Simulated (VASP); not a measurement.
# YSb (Fm-3m) in VASP: single point with LDA

Aim: the single point of YSb with LDA.

All numbers are computed with VASP 6.6.1; they aren't measurements. Logs are shortened: lines on timing, memory, paths and dates and some standing lists are left out, and cuts for length are marked.

## (1) The cell of the first run

It takes space group Fm-3m (No. 225, cubic). Conventional cell: a = 6.190 Å, b = 6.190 Å, c = 6.190 Å, α = 90.00°, β = 90.00°, γ = 90.00°. Y (site symmetry m-3m) has 6 Sb at 3.10 Å within 4.1 Å. Sb (site symmetry m-3m) has 6 Y at 3.10 Å within 4.1 Å.

## (2) Single point, LDA, collinear spin

POSCAR

```
YSb
1.0
    0.0000000000      3.0950000000      3.0950000000
    3.0950000000      0.0000000000      3.0950000000
    3.0950000000      3.0950000000      0.0000000000
Y Sb
1 1
Direct
    0.5000000000      0.5000000000      0.5000000000
    0.0000000000      0.0000000000      0.0000000000
```

INCAR.step1

```
SYSTEM = YSb
ALGO = Normal ; EDIFF = 1E-6
ENCUT = 520 ; ISIF = 2
ISMEAR = -1 ; ISPIN = 2
LASPH = .TRUE. ; LCHARG = .TRUE.
LMAXMIX = 4 ; LREAL = .FALSE.
LWAVE = .FALSE. ; MAGMOM = 0.6 0
NBANDS = 19 ; NELM = 150
PREC = Accurate ; SIGMA = 0.05
```

KPOINTS.step1

```
k-points
0
G
  9 9 9
  0 0 0
```

INCAR.step2

```
SYSTEM = YSb
ALGO = Normal ; EDIFF = 1E-6
ENCUT = 520 ; ICHARG = 11
ISIF = 2 ; ISMEAR = -5
ISPIN = 2 ; LASPH = .TRUE.
LCHARG = .FALSE. ; LMAXMIX = 4
LORBIT = 11 ; LREAL = .FALSE.
LWAVE = .FALSE. ; MAGMOM = 0.6 0
NEDOS = 2001 ; NELM = 150
PREC = Accurate ; SIGMA = 0.05
```

KPOINTS.step2

```
k-points
0
G
  14 14 14
  0 0 0
```

Potentials or basis: VASP PAW LDA potentials, release 64 (Y_sv, Sb).

Started as:

```sh
> cat potpaw_LDA.64/Y_sv/POTCAR potpaw_LDA.64/Sb/POTCAR > POTCAR
> cp INCAR.step1 INCAR
> cp KPOINTS.step1 KPOINTS
> mpirun -np 1 vasp_std > vasp.out
> cp INCAR.step2 INCAR
> cp KPOINTS.step2 KPOINTS
> mpirun -np 1 vasp_std > vasp.out
```

OUTCAR:

```text
SYSTEM = YSb
   EDIFF = 1E-6
   ENCUT = 520
   ICHARG = 11
   ISIF = 2
   ISMEAR = -5
   ISPIN = 2
   LASPH = .TRUE.
   LORBIT = 11
   LREAL = .FALSE.
   NELM = 150
   PREC = Accurate

 ion  position               nearest neighbor table
   1  0.500  0.500  0.500-   2 3.10   2 3.10   2 3.10   2 3.10   2 3.10   2 3.10
   2  0.000  0.000  0.000-   1 3.10   1 3.10   1 3.10   1 3.10   1 3.10   1 3.10

  LATTYP: Found a face centered cubic cell.
 ALAT       =     6.1900000000

  Lattice vectors:

 A1 = (   0.0000000000,   3.0950000000,   3.0950000000)
 A2 = (   3.0950000000,   0.0000000000,   3.0950000000)
 A3 = (   3.0950000000,   3.0950000000,   0.0000000000)

Analysis of symmetry for initial positions (statically):
=====================================================================
 Subroutine PRICEL returns:
 Original cell was already a primitive cell.

 Routine SETGRP: Setting up the symmetry group for a
 face centered cubic supercell.

 Subroutine GETGRP returns: Found 48 space group operations
 (whereof 48 operations were pure point group operations)
 out of a pool of 48 trial point group operations.

The static configuration has the point symmetry O_h .

Analysis of symmetry for dynamics (positions and initial velocities):
=====================================================================
 Subroutine PRICEL returns:
 Original cell was already a primitive cell.

 Routine SETGRP: Setting up the symmetry group for a
 face centered cubic supercell.

 Subroutine GETGRP returns: Found 48 space group operations
 (whereof 48 operations were pure point group operations)
 out of a pool of 48 trial point group operations.

The dynamic configuration has the point symmetry O_h .

Analysis of structural, dynamic, and magnetic symmetry:
=====================================================================
 Subroutine PRICEL returns:
 Original cell was already a primitive cell.

 Routine SETGRP: Setting up the symmetry group for a
 face centered cubic supercell.

 Subroutine GETGRP returns: Found 48 space group operations
 (whereof 48 operations were pure point group operations)
 out of a pool of 48 trial point group operations.

The overall configuration has the point symmetry O_h .

 Subroutine INISYM returns: Found 48 space group operations
 (whereof 48 operations are pure point group operations),
 and found     1 'primitive' translations

----------------------------------------------------------------------------------------

                                     Primitive cell

  volume of cell :      59.2942

  direct lattice vectors                    reciprocal lattice vectors
     0.000000000  3.095000000  3.095000000    -0.161550889  0.161550889  0.161550889
     3.095000000  0.000000000  3.095000000     0.161550889 -0.161550889  0.161550889
     3.095000000  3.095000000  0.000000000     0.161550889  0.161550889 -0.161550889

  length of vectors
     4.376990976  4.376990976  4.376990976     0.279814347  0.279814347  0.279814347

  position of ions in fractional coordinates (direct lattice)
     0.500000000  0.500000000  0.500000000
     0.000000000  0.000000000  0.000000000

  ion indices of the primitive-cell ions
   primitive index   ion index
                 1           1
                 2           2

----------------------------------------------------------------------------------------

 KPOINTS: k-points

Automatic generation of k-mesh.
 Grid dimensions read from file:
 generate k-points for:   14   14   14

 Generating k-lattice:

  Cartesian coordinates                     Fractional coordinates (reciprocal lattice)
    -0.011539349  0.011539349  0.011539349     0.071428571  0.000000000  0.000000000
     0.011539349 -0.011539349  0.011539349     0.000000000  0.071428571  0.000000000
     0.011539349  0.011539349 -0.011539349     0.000000000  0.000000000  0.071428571

  Length of vectors
     0.019986739  0.019986739  0.019986739

  Shift w.r.t. Gamma in fractional coordinates (k-lattice)
     0.000000000  0.000000000  0.000000000
[... 40 lines left out ...]
   ions per type =               1   1
   NGX,Y,Z   is equivalent  to a cutoff of  13.67, 13.67, 13.67 a.u.
   NGXF,Y,Z  is equivalent  to a cutoff of  27.35, 27.35, 27.35 a.u.
 SYSTEM =  YSb
   PREC   = accura    normal or accurate (medium, high low for compatibility)
   ISTART =      0    job   : 0-new  1-cont  2-samecut
   ICHARG =     11    charge: 1-file 2-atom 10-const
   ISPIN  =      2    spin polarized calculation?
   LNONCOLLINEAR =      F non collinear calculations
   LSORBIT =      F    spin-orbit coupling
   LASPH  =      T    aspherical Exc in radial PAW
   ENCUT  =  520.0 eV  38.22 Ry    6.18 a.u.   8.14  8.14  8.14*2*pi/ulx,y,z
   NELM   =    150;   NELMIN=  2; NELMDL=  0     # of ELM steps
   EDIFF  = 0.1E-05   stopping-criterion for ELM
   LREAL  =      F    real-space projection
   EDIFFG = 0.1E-04   stopping-criterion for IOM
   NSW    =      0    number of steps for IOM
   IBRION =     -1    ionic relax: 0-MD 1-quasi-New 2-CG
   NFREE  =      0    steps in history (QN), initial steepest desc. (CG)
   ISIF   =      2    stress and relaxation
   ISYM   =      2    0-nonsym 1-usesym 2-fastsym
   POTIM  = 0.5000    time-step for ionic-motion
   TEBEG  =    0.0;   TEEND  =   0.0 temperature during run
   PSTRESS=    0.0 pullay stress
   NELECT =      16.0000    total number of electrons
   NUPDOWN=      -1.0000    fix difference up-down
   EMIN   =  10.00;   EMAX   =-10.00  energy-range for DOS
   EFERMI =   0.00;   METHOD = LEGACY
   ISMEAR =    -5;   SIGMA  =   0.05  broadening in eV -4-tet -1-fermi 0-gaus
   EFERMI_NEDOS =   21; number of points for ismear=-14 and -15
   IALGO  =     38    algorithm
   IMIX   =      4    mixing-type and parameters
     AMIX     =   0.40;   BMIX     =  1.00
     AMIX_MAG =   1.60;   BMIX_MAG =  1.00
  volume/ion in A,a.u.               =      29.65       200.07
  Fermi-wavevector in a.u.,A,eV,Ry     =   1.057899  1.999139 15.226962  1.119150
  Thomas-Fermi vector in A             =   2.193189
   LORBIT       =     11    0 simple, 1 ext, 2 COOP (PROOUT), +10 PAW based schemes
   GGA     = CA    functional components
   LHFCALC =     F    Hartree Fock is set to
   AEXX    =    0.0000 exact exchange contribution
   IVDW    =     0    specifies the selected vdW correction
   LEPSILON=     F    determine dielectric tensor
   LRPA    =     F    only Hartree local field effects (RPA)
 spin polarized calculation
 Fermi weights with tetrahedron method with Bloechl corrections
  energy-cutoff  :      520.00
  volume of cell :       59.29
 maximum number of plane-waves:      1639
 NGX is ok and might be reduce to    36

 number of electron      15.9999999 magnetization       0.0002207

 Free energy of the ion-electron system (eV)
  ---------------------------------------------------
  ext. energy  EPLUGINS =         0.00000000
  ---------------------------------------------------
  free energy    TOTEN  =       -14.18729723 eV

  energy without entropy =      -14.18729723  energy(sigma->0) =      -14.18729723

 E-fermi :   5.0007     XC(G=0):  -9.8738

 val. band max:        5.0382851887   @ k =   0.0714   0.0000   0.0000
 cond. band min:       4.9752372189   @ k =   0.2857   0.2857   0.0000
 fundamental gap:     -0.0630479698
 Fermi energy:         5.0007249482

 spin component 1

 k-point     1 :       0.0000    0.0000    0.0000
  band No.  band energies     occupation
      1     -37.6783      1.00000
      2     -17.7634      1.00000
      3     -17.7634      1.00000
      4     -17.7634      1.00000
      5      -4.8883      1.00000
      6       5.7162     -0.49606
      7       5.7162      0.00000
      8       5.7162      0.00000
      9       6.0164      0.00000
     10       6.0164      0.00000
     11       6.0164      0.00000
     12       6.6476      0.00000
[... 333 lines left out ...]
      1     -37.6752      1.00000
      2     -17.8121      1.00000
      3     -17.7744      1.00000
      4     -17.7712      1.00000
      5      -4.2228      1.00000
      6       2.5094      1.00000
      7       3.8668      1.00000
      8       4.1816      1.00000
      9       5.9071      0.00000
     10       7.1230      0.00000
     11       7.4919      0.00000
     12       8.4356      0.00000

 [... further k-points ...]

 spin component 2

 k-point     1 :       0.0000    0.0000    0.0000
  band No.  band energies     occupation
      1     -37.6780      1.00000
      2     -17.7632      1.00000
      3     -17.7632      1.00000
      4     -17.7632      1.00000
      5      -4.8882      1.00000
      6       5.7162     -0.49572
      7       5.7162      0.00000
      8       5.7162      0.00000
      9       6.0165      0.00000
     10       6.0165      0.00000
     11       6.0165      0.00000
     12       6.6478      0.00000
[... 333 lines left out ...]
      1     -37.6749      1.00000
      2     -17.8119      1.00000
      3     -17.7742      1.00000
      4     -17.7710      1.00000
      5      -4.2227      1.00000
      6       2.5095      1.00000
      7       3.8669      1.00000
      8       4.1817      1.00000
      9       5.9072      0.00000
     10       7.1231      0.00000
     11       7.4921      0.00000
     12       8.4357      0.00000

 [... further k-points ...]

------------------------ aborting loop because EDIFF is reached ----------------------------------------

  FORCE on cell =-STRESS in cart. coord.  units (eV):
  Direction    XX          YY          ZZ          XY          YZ          ZX
  --------------------------------------------------------------------------------------
  -------------------------------------------------------------------------------------
  Total       -1.3837747     -1.3837747     -1.3837747      0.0000000      0.0000000      0.0000000
  in kB      -37.3907362    -37.3907362    -37.3907362      0.0000000      0.0000000      0.0000000
  external PRESSURE =     -37.3907362 kB  Pullay stress =       0.0000000 kB

 VOLUME and BASIS-vectors are now :
 -----------------------------------------------------------------------------
  energy-cutoff  :      520.00
  volume of cell :       59.29
      direct lattice vectors                 reciprocal lattice vectors
     0.000000000  3.095000000  3.095000000    -0.161550889  0.161550889  0.161550889
     3.095000000  0.000000000  3.095000000     0.161550889 -0.161550889  0.161550889
     3.095000000  3.095000000  0.000000000     0.161550889  0.161550889 -0.161550889

 POSITION                                       TOTAL-FORCE (eV/Angst)
 -----------------------------------------------------------------------------------
      3.09500      3.09500      3.09500        -0.000000     -0.000000      0.000000
      0.00000      0.00000      0.00000         0.000000      0.000000     -0.000000
 -----------------------------------------------------------------------------------
    total drift:                                0.000000      0.000000      0.000000

  FREE ENERGIE OF THE ION-ELECTRON SYSTEM (eV)
  ---------------------------------------------------
  free  energy   TOTEN  =       -14.1872972314 eV

  energy  without entropy=      -14.1872972314  energy(sigma->0) =      -14.18729723

 total charge

# of ion       s       p       d       f       tot
--------------------------------------------------
    1        2.173   6.300   0.951   0.026   9.450
    2        1.124   1.453   0.014   0.000   2.591
--------------------------------------------------
tot          3.297   7.754   0.964   0.026  12.041

 magnetization (x)

# of ion       s       p       d       f       tot
--------------------------------------------------
    1        0.000   0.000   0.000   0.000   0.000
    2        0.000   0.000   0.000   0.000   0.000
--------------------------------------------------
tot          0.000   0.000   0.000   0.000   0.000
```

Wall time 2.2 min (1 thread of AMD EPYC 7R13 (Zen 3), shared host); peak memory 0.27 GiB.

Results:

| Quantity | Value |
| --- | --- |
| Net moment | 0.00 μB per cell |
| Valence electrons inside the program's atomic spheres | Y 9.45; Sb 2.59 |

Levels at points of the mesh, in eV from the Fermi level:
Spin up:
| k point | band 6 | band 7 | band 8 | band 9 | band 10 | band 11 |
| --- | --- | --- | --- | --- | --- | --- |
| (0.00, 0.00, 0.00) | 0.72 | 0.72 | 0.72 | 1.02 | 1.02 | 1.02 |
| (0.50, 0.00, 0.00) | -4.21 | -1.81 | -1.81 | 2.78 | 2.78 | 3.02 |
| (0.50, 0.50, 0.00) | -2.87 | -0.74 | -0.74 | -0.49 | 2.46 | 2.77 |
Spin down:
| k point | band 4 | band 5 | band 6 | band 7 | band 8 | band 9 | band 10 | band 11 | band 12 |
| --- | --- | --- | --- | --- | --- | --- | --- | --- | --- |
| (0.00, 0.00, 0.00) | -22.76 | -9.89 | 0.72 | 0.72 | 0.72 | 1.02 | 1.02 | 1.02 | 1.65 |
| (0.50, 0.00, 0.00) | -22.77 | -8.44 | -4.21 | -1.81 | -1.81 | 2.78 | 2.78 | 3.02 | 3.35 |
| (0.50, 0.50, 0.00) | -22.80 | -8.74 | -2.87 | -0.74 | -0.74 | -0.49 | 2.46 | 2.78 | 3.43 |

Caveat: spin-orbit coupling is left out, which moves the levels of the heavy elements.
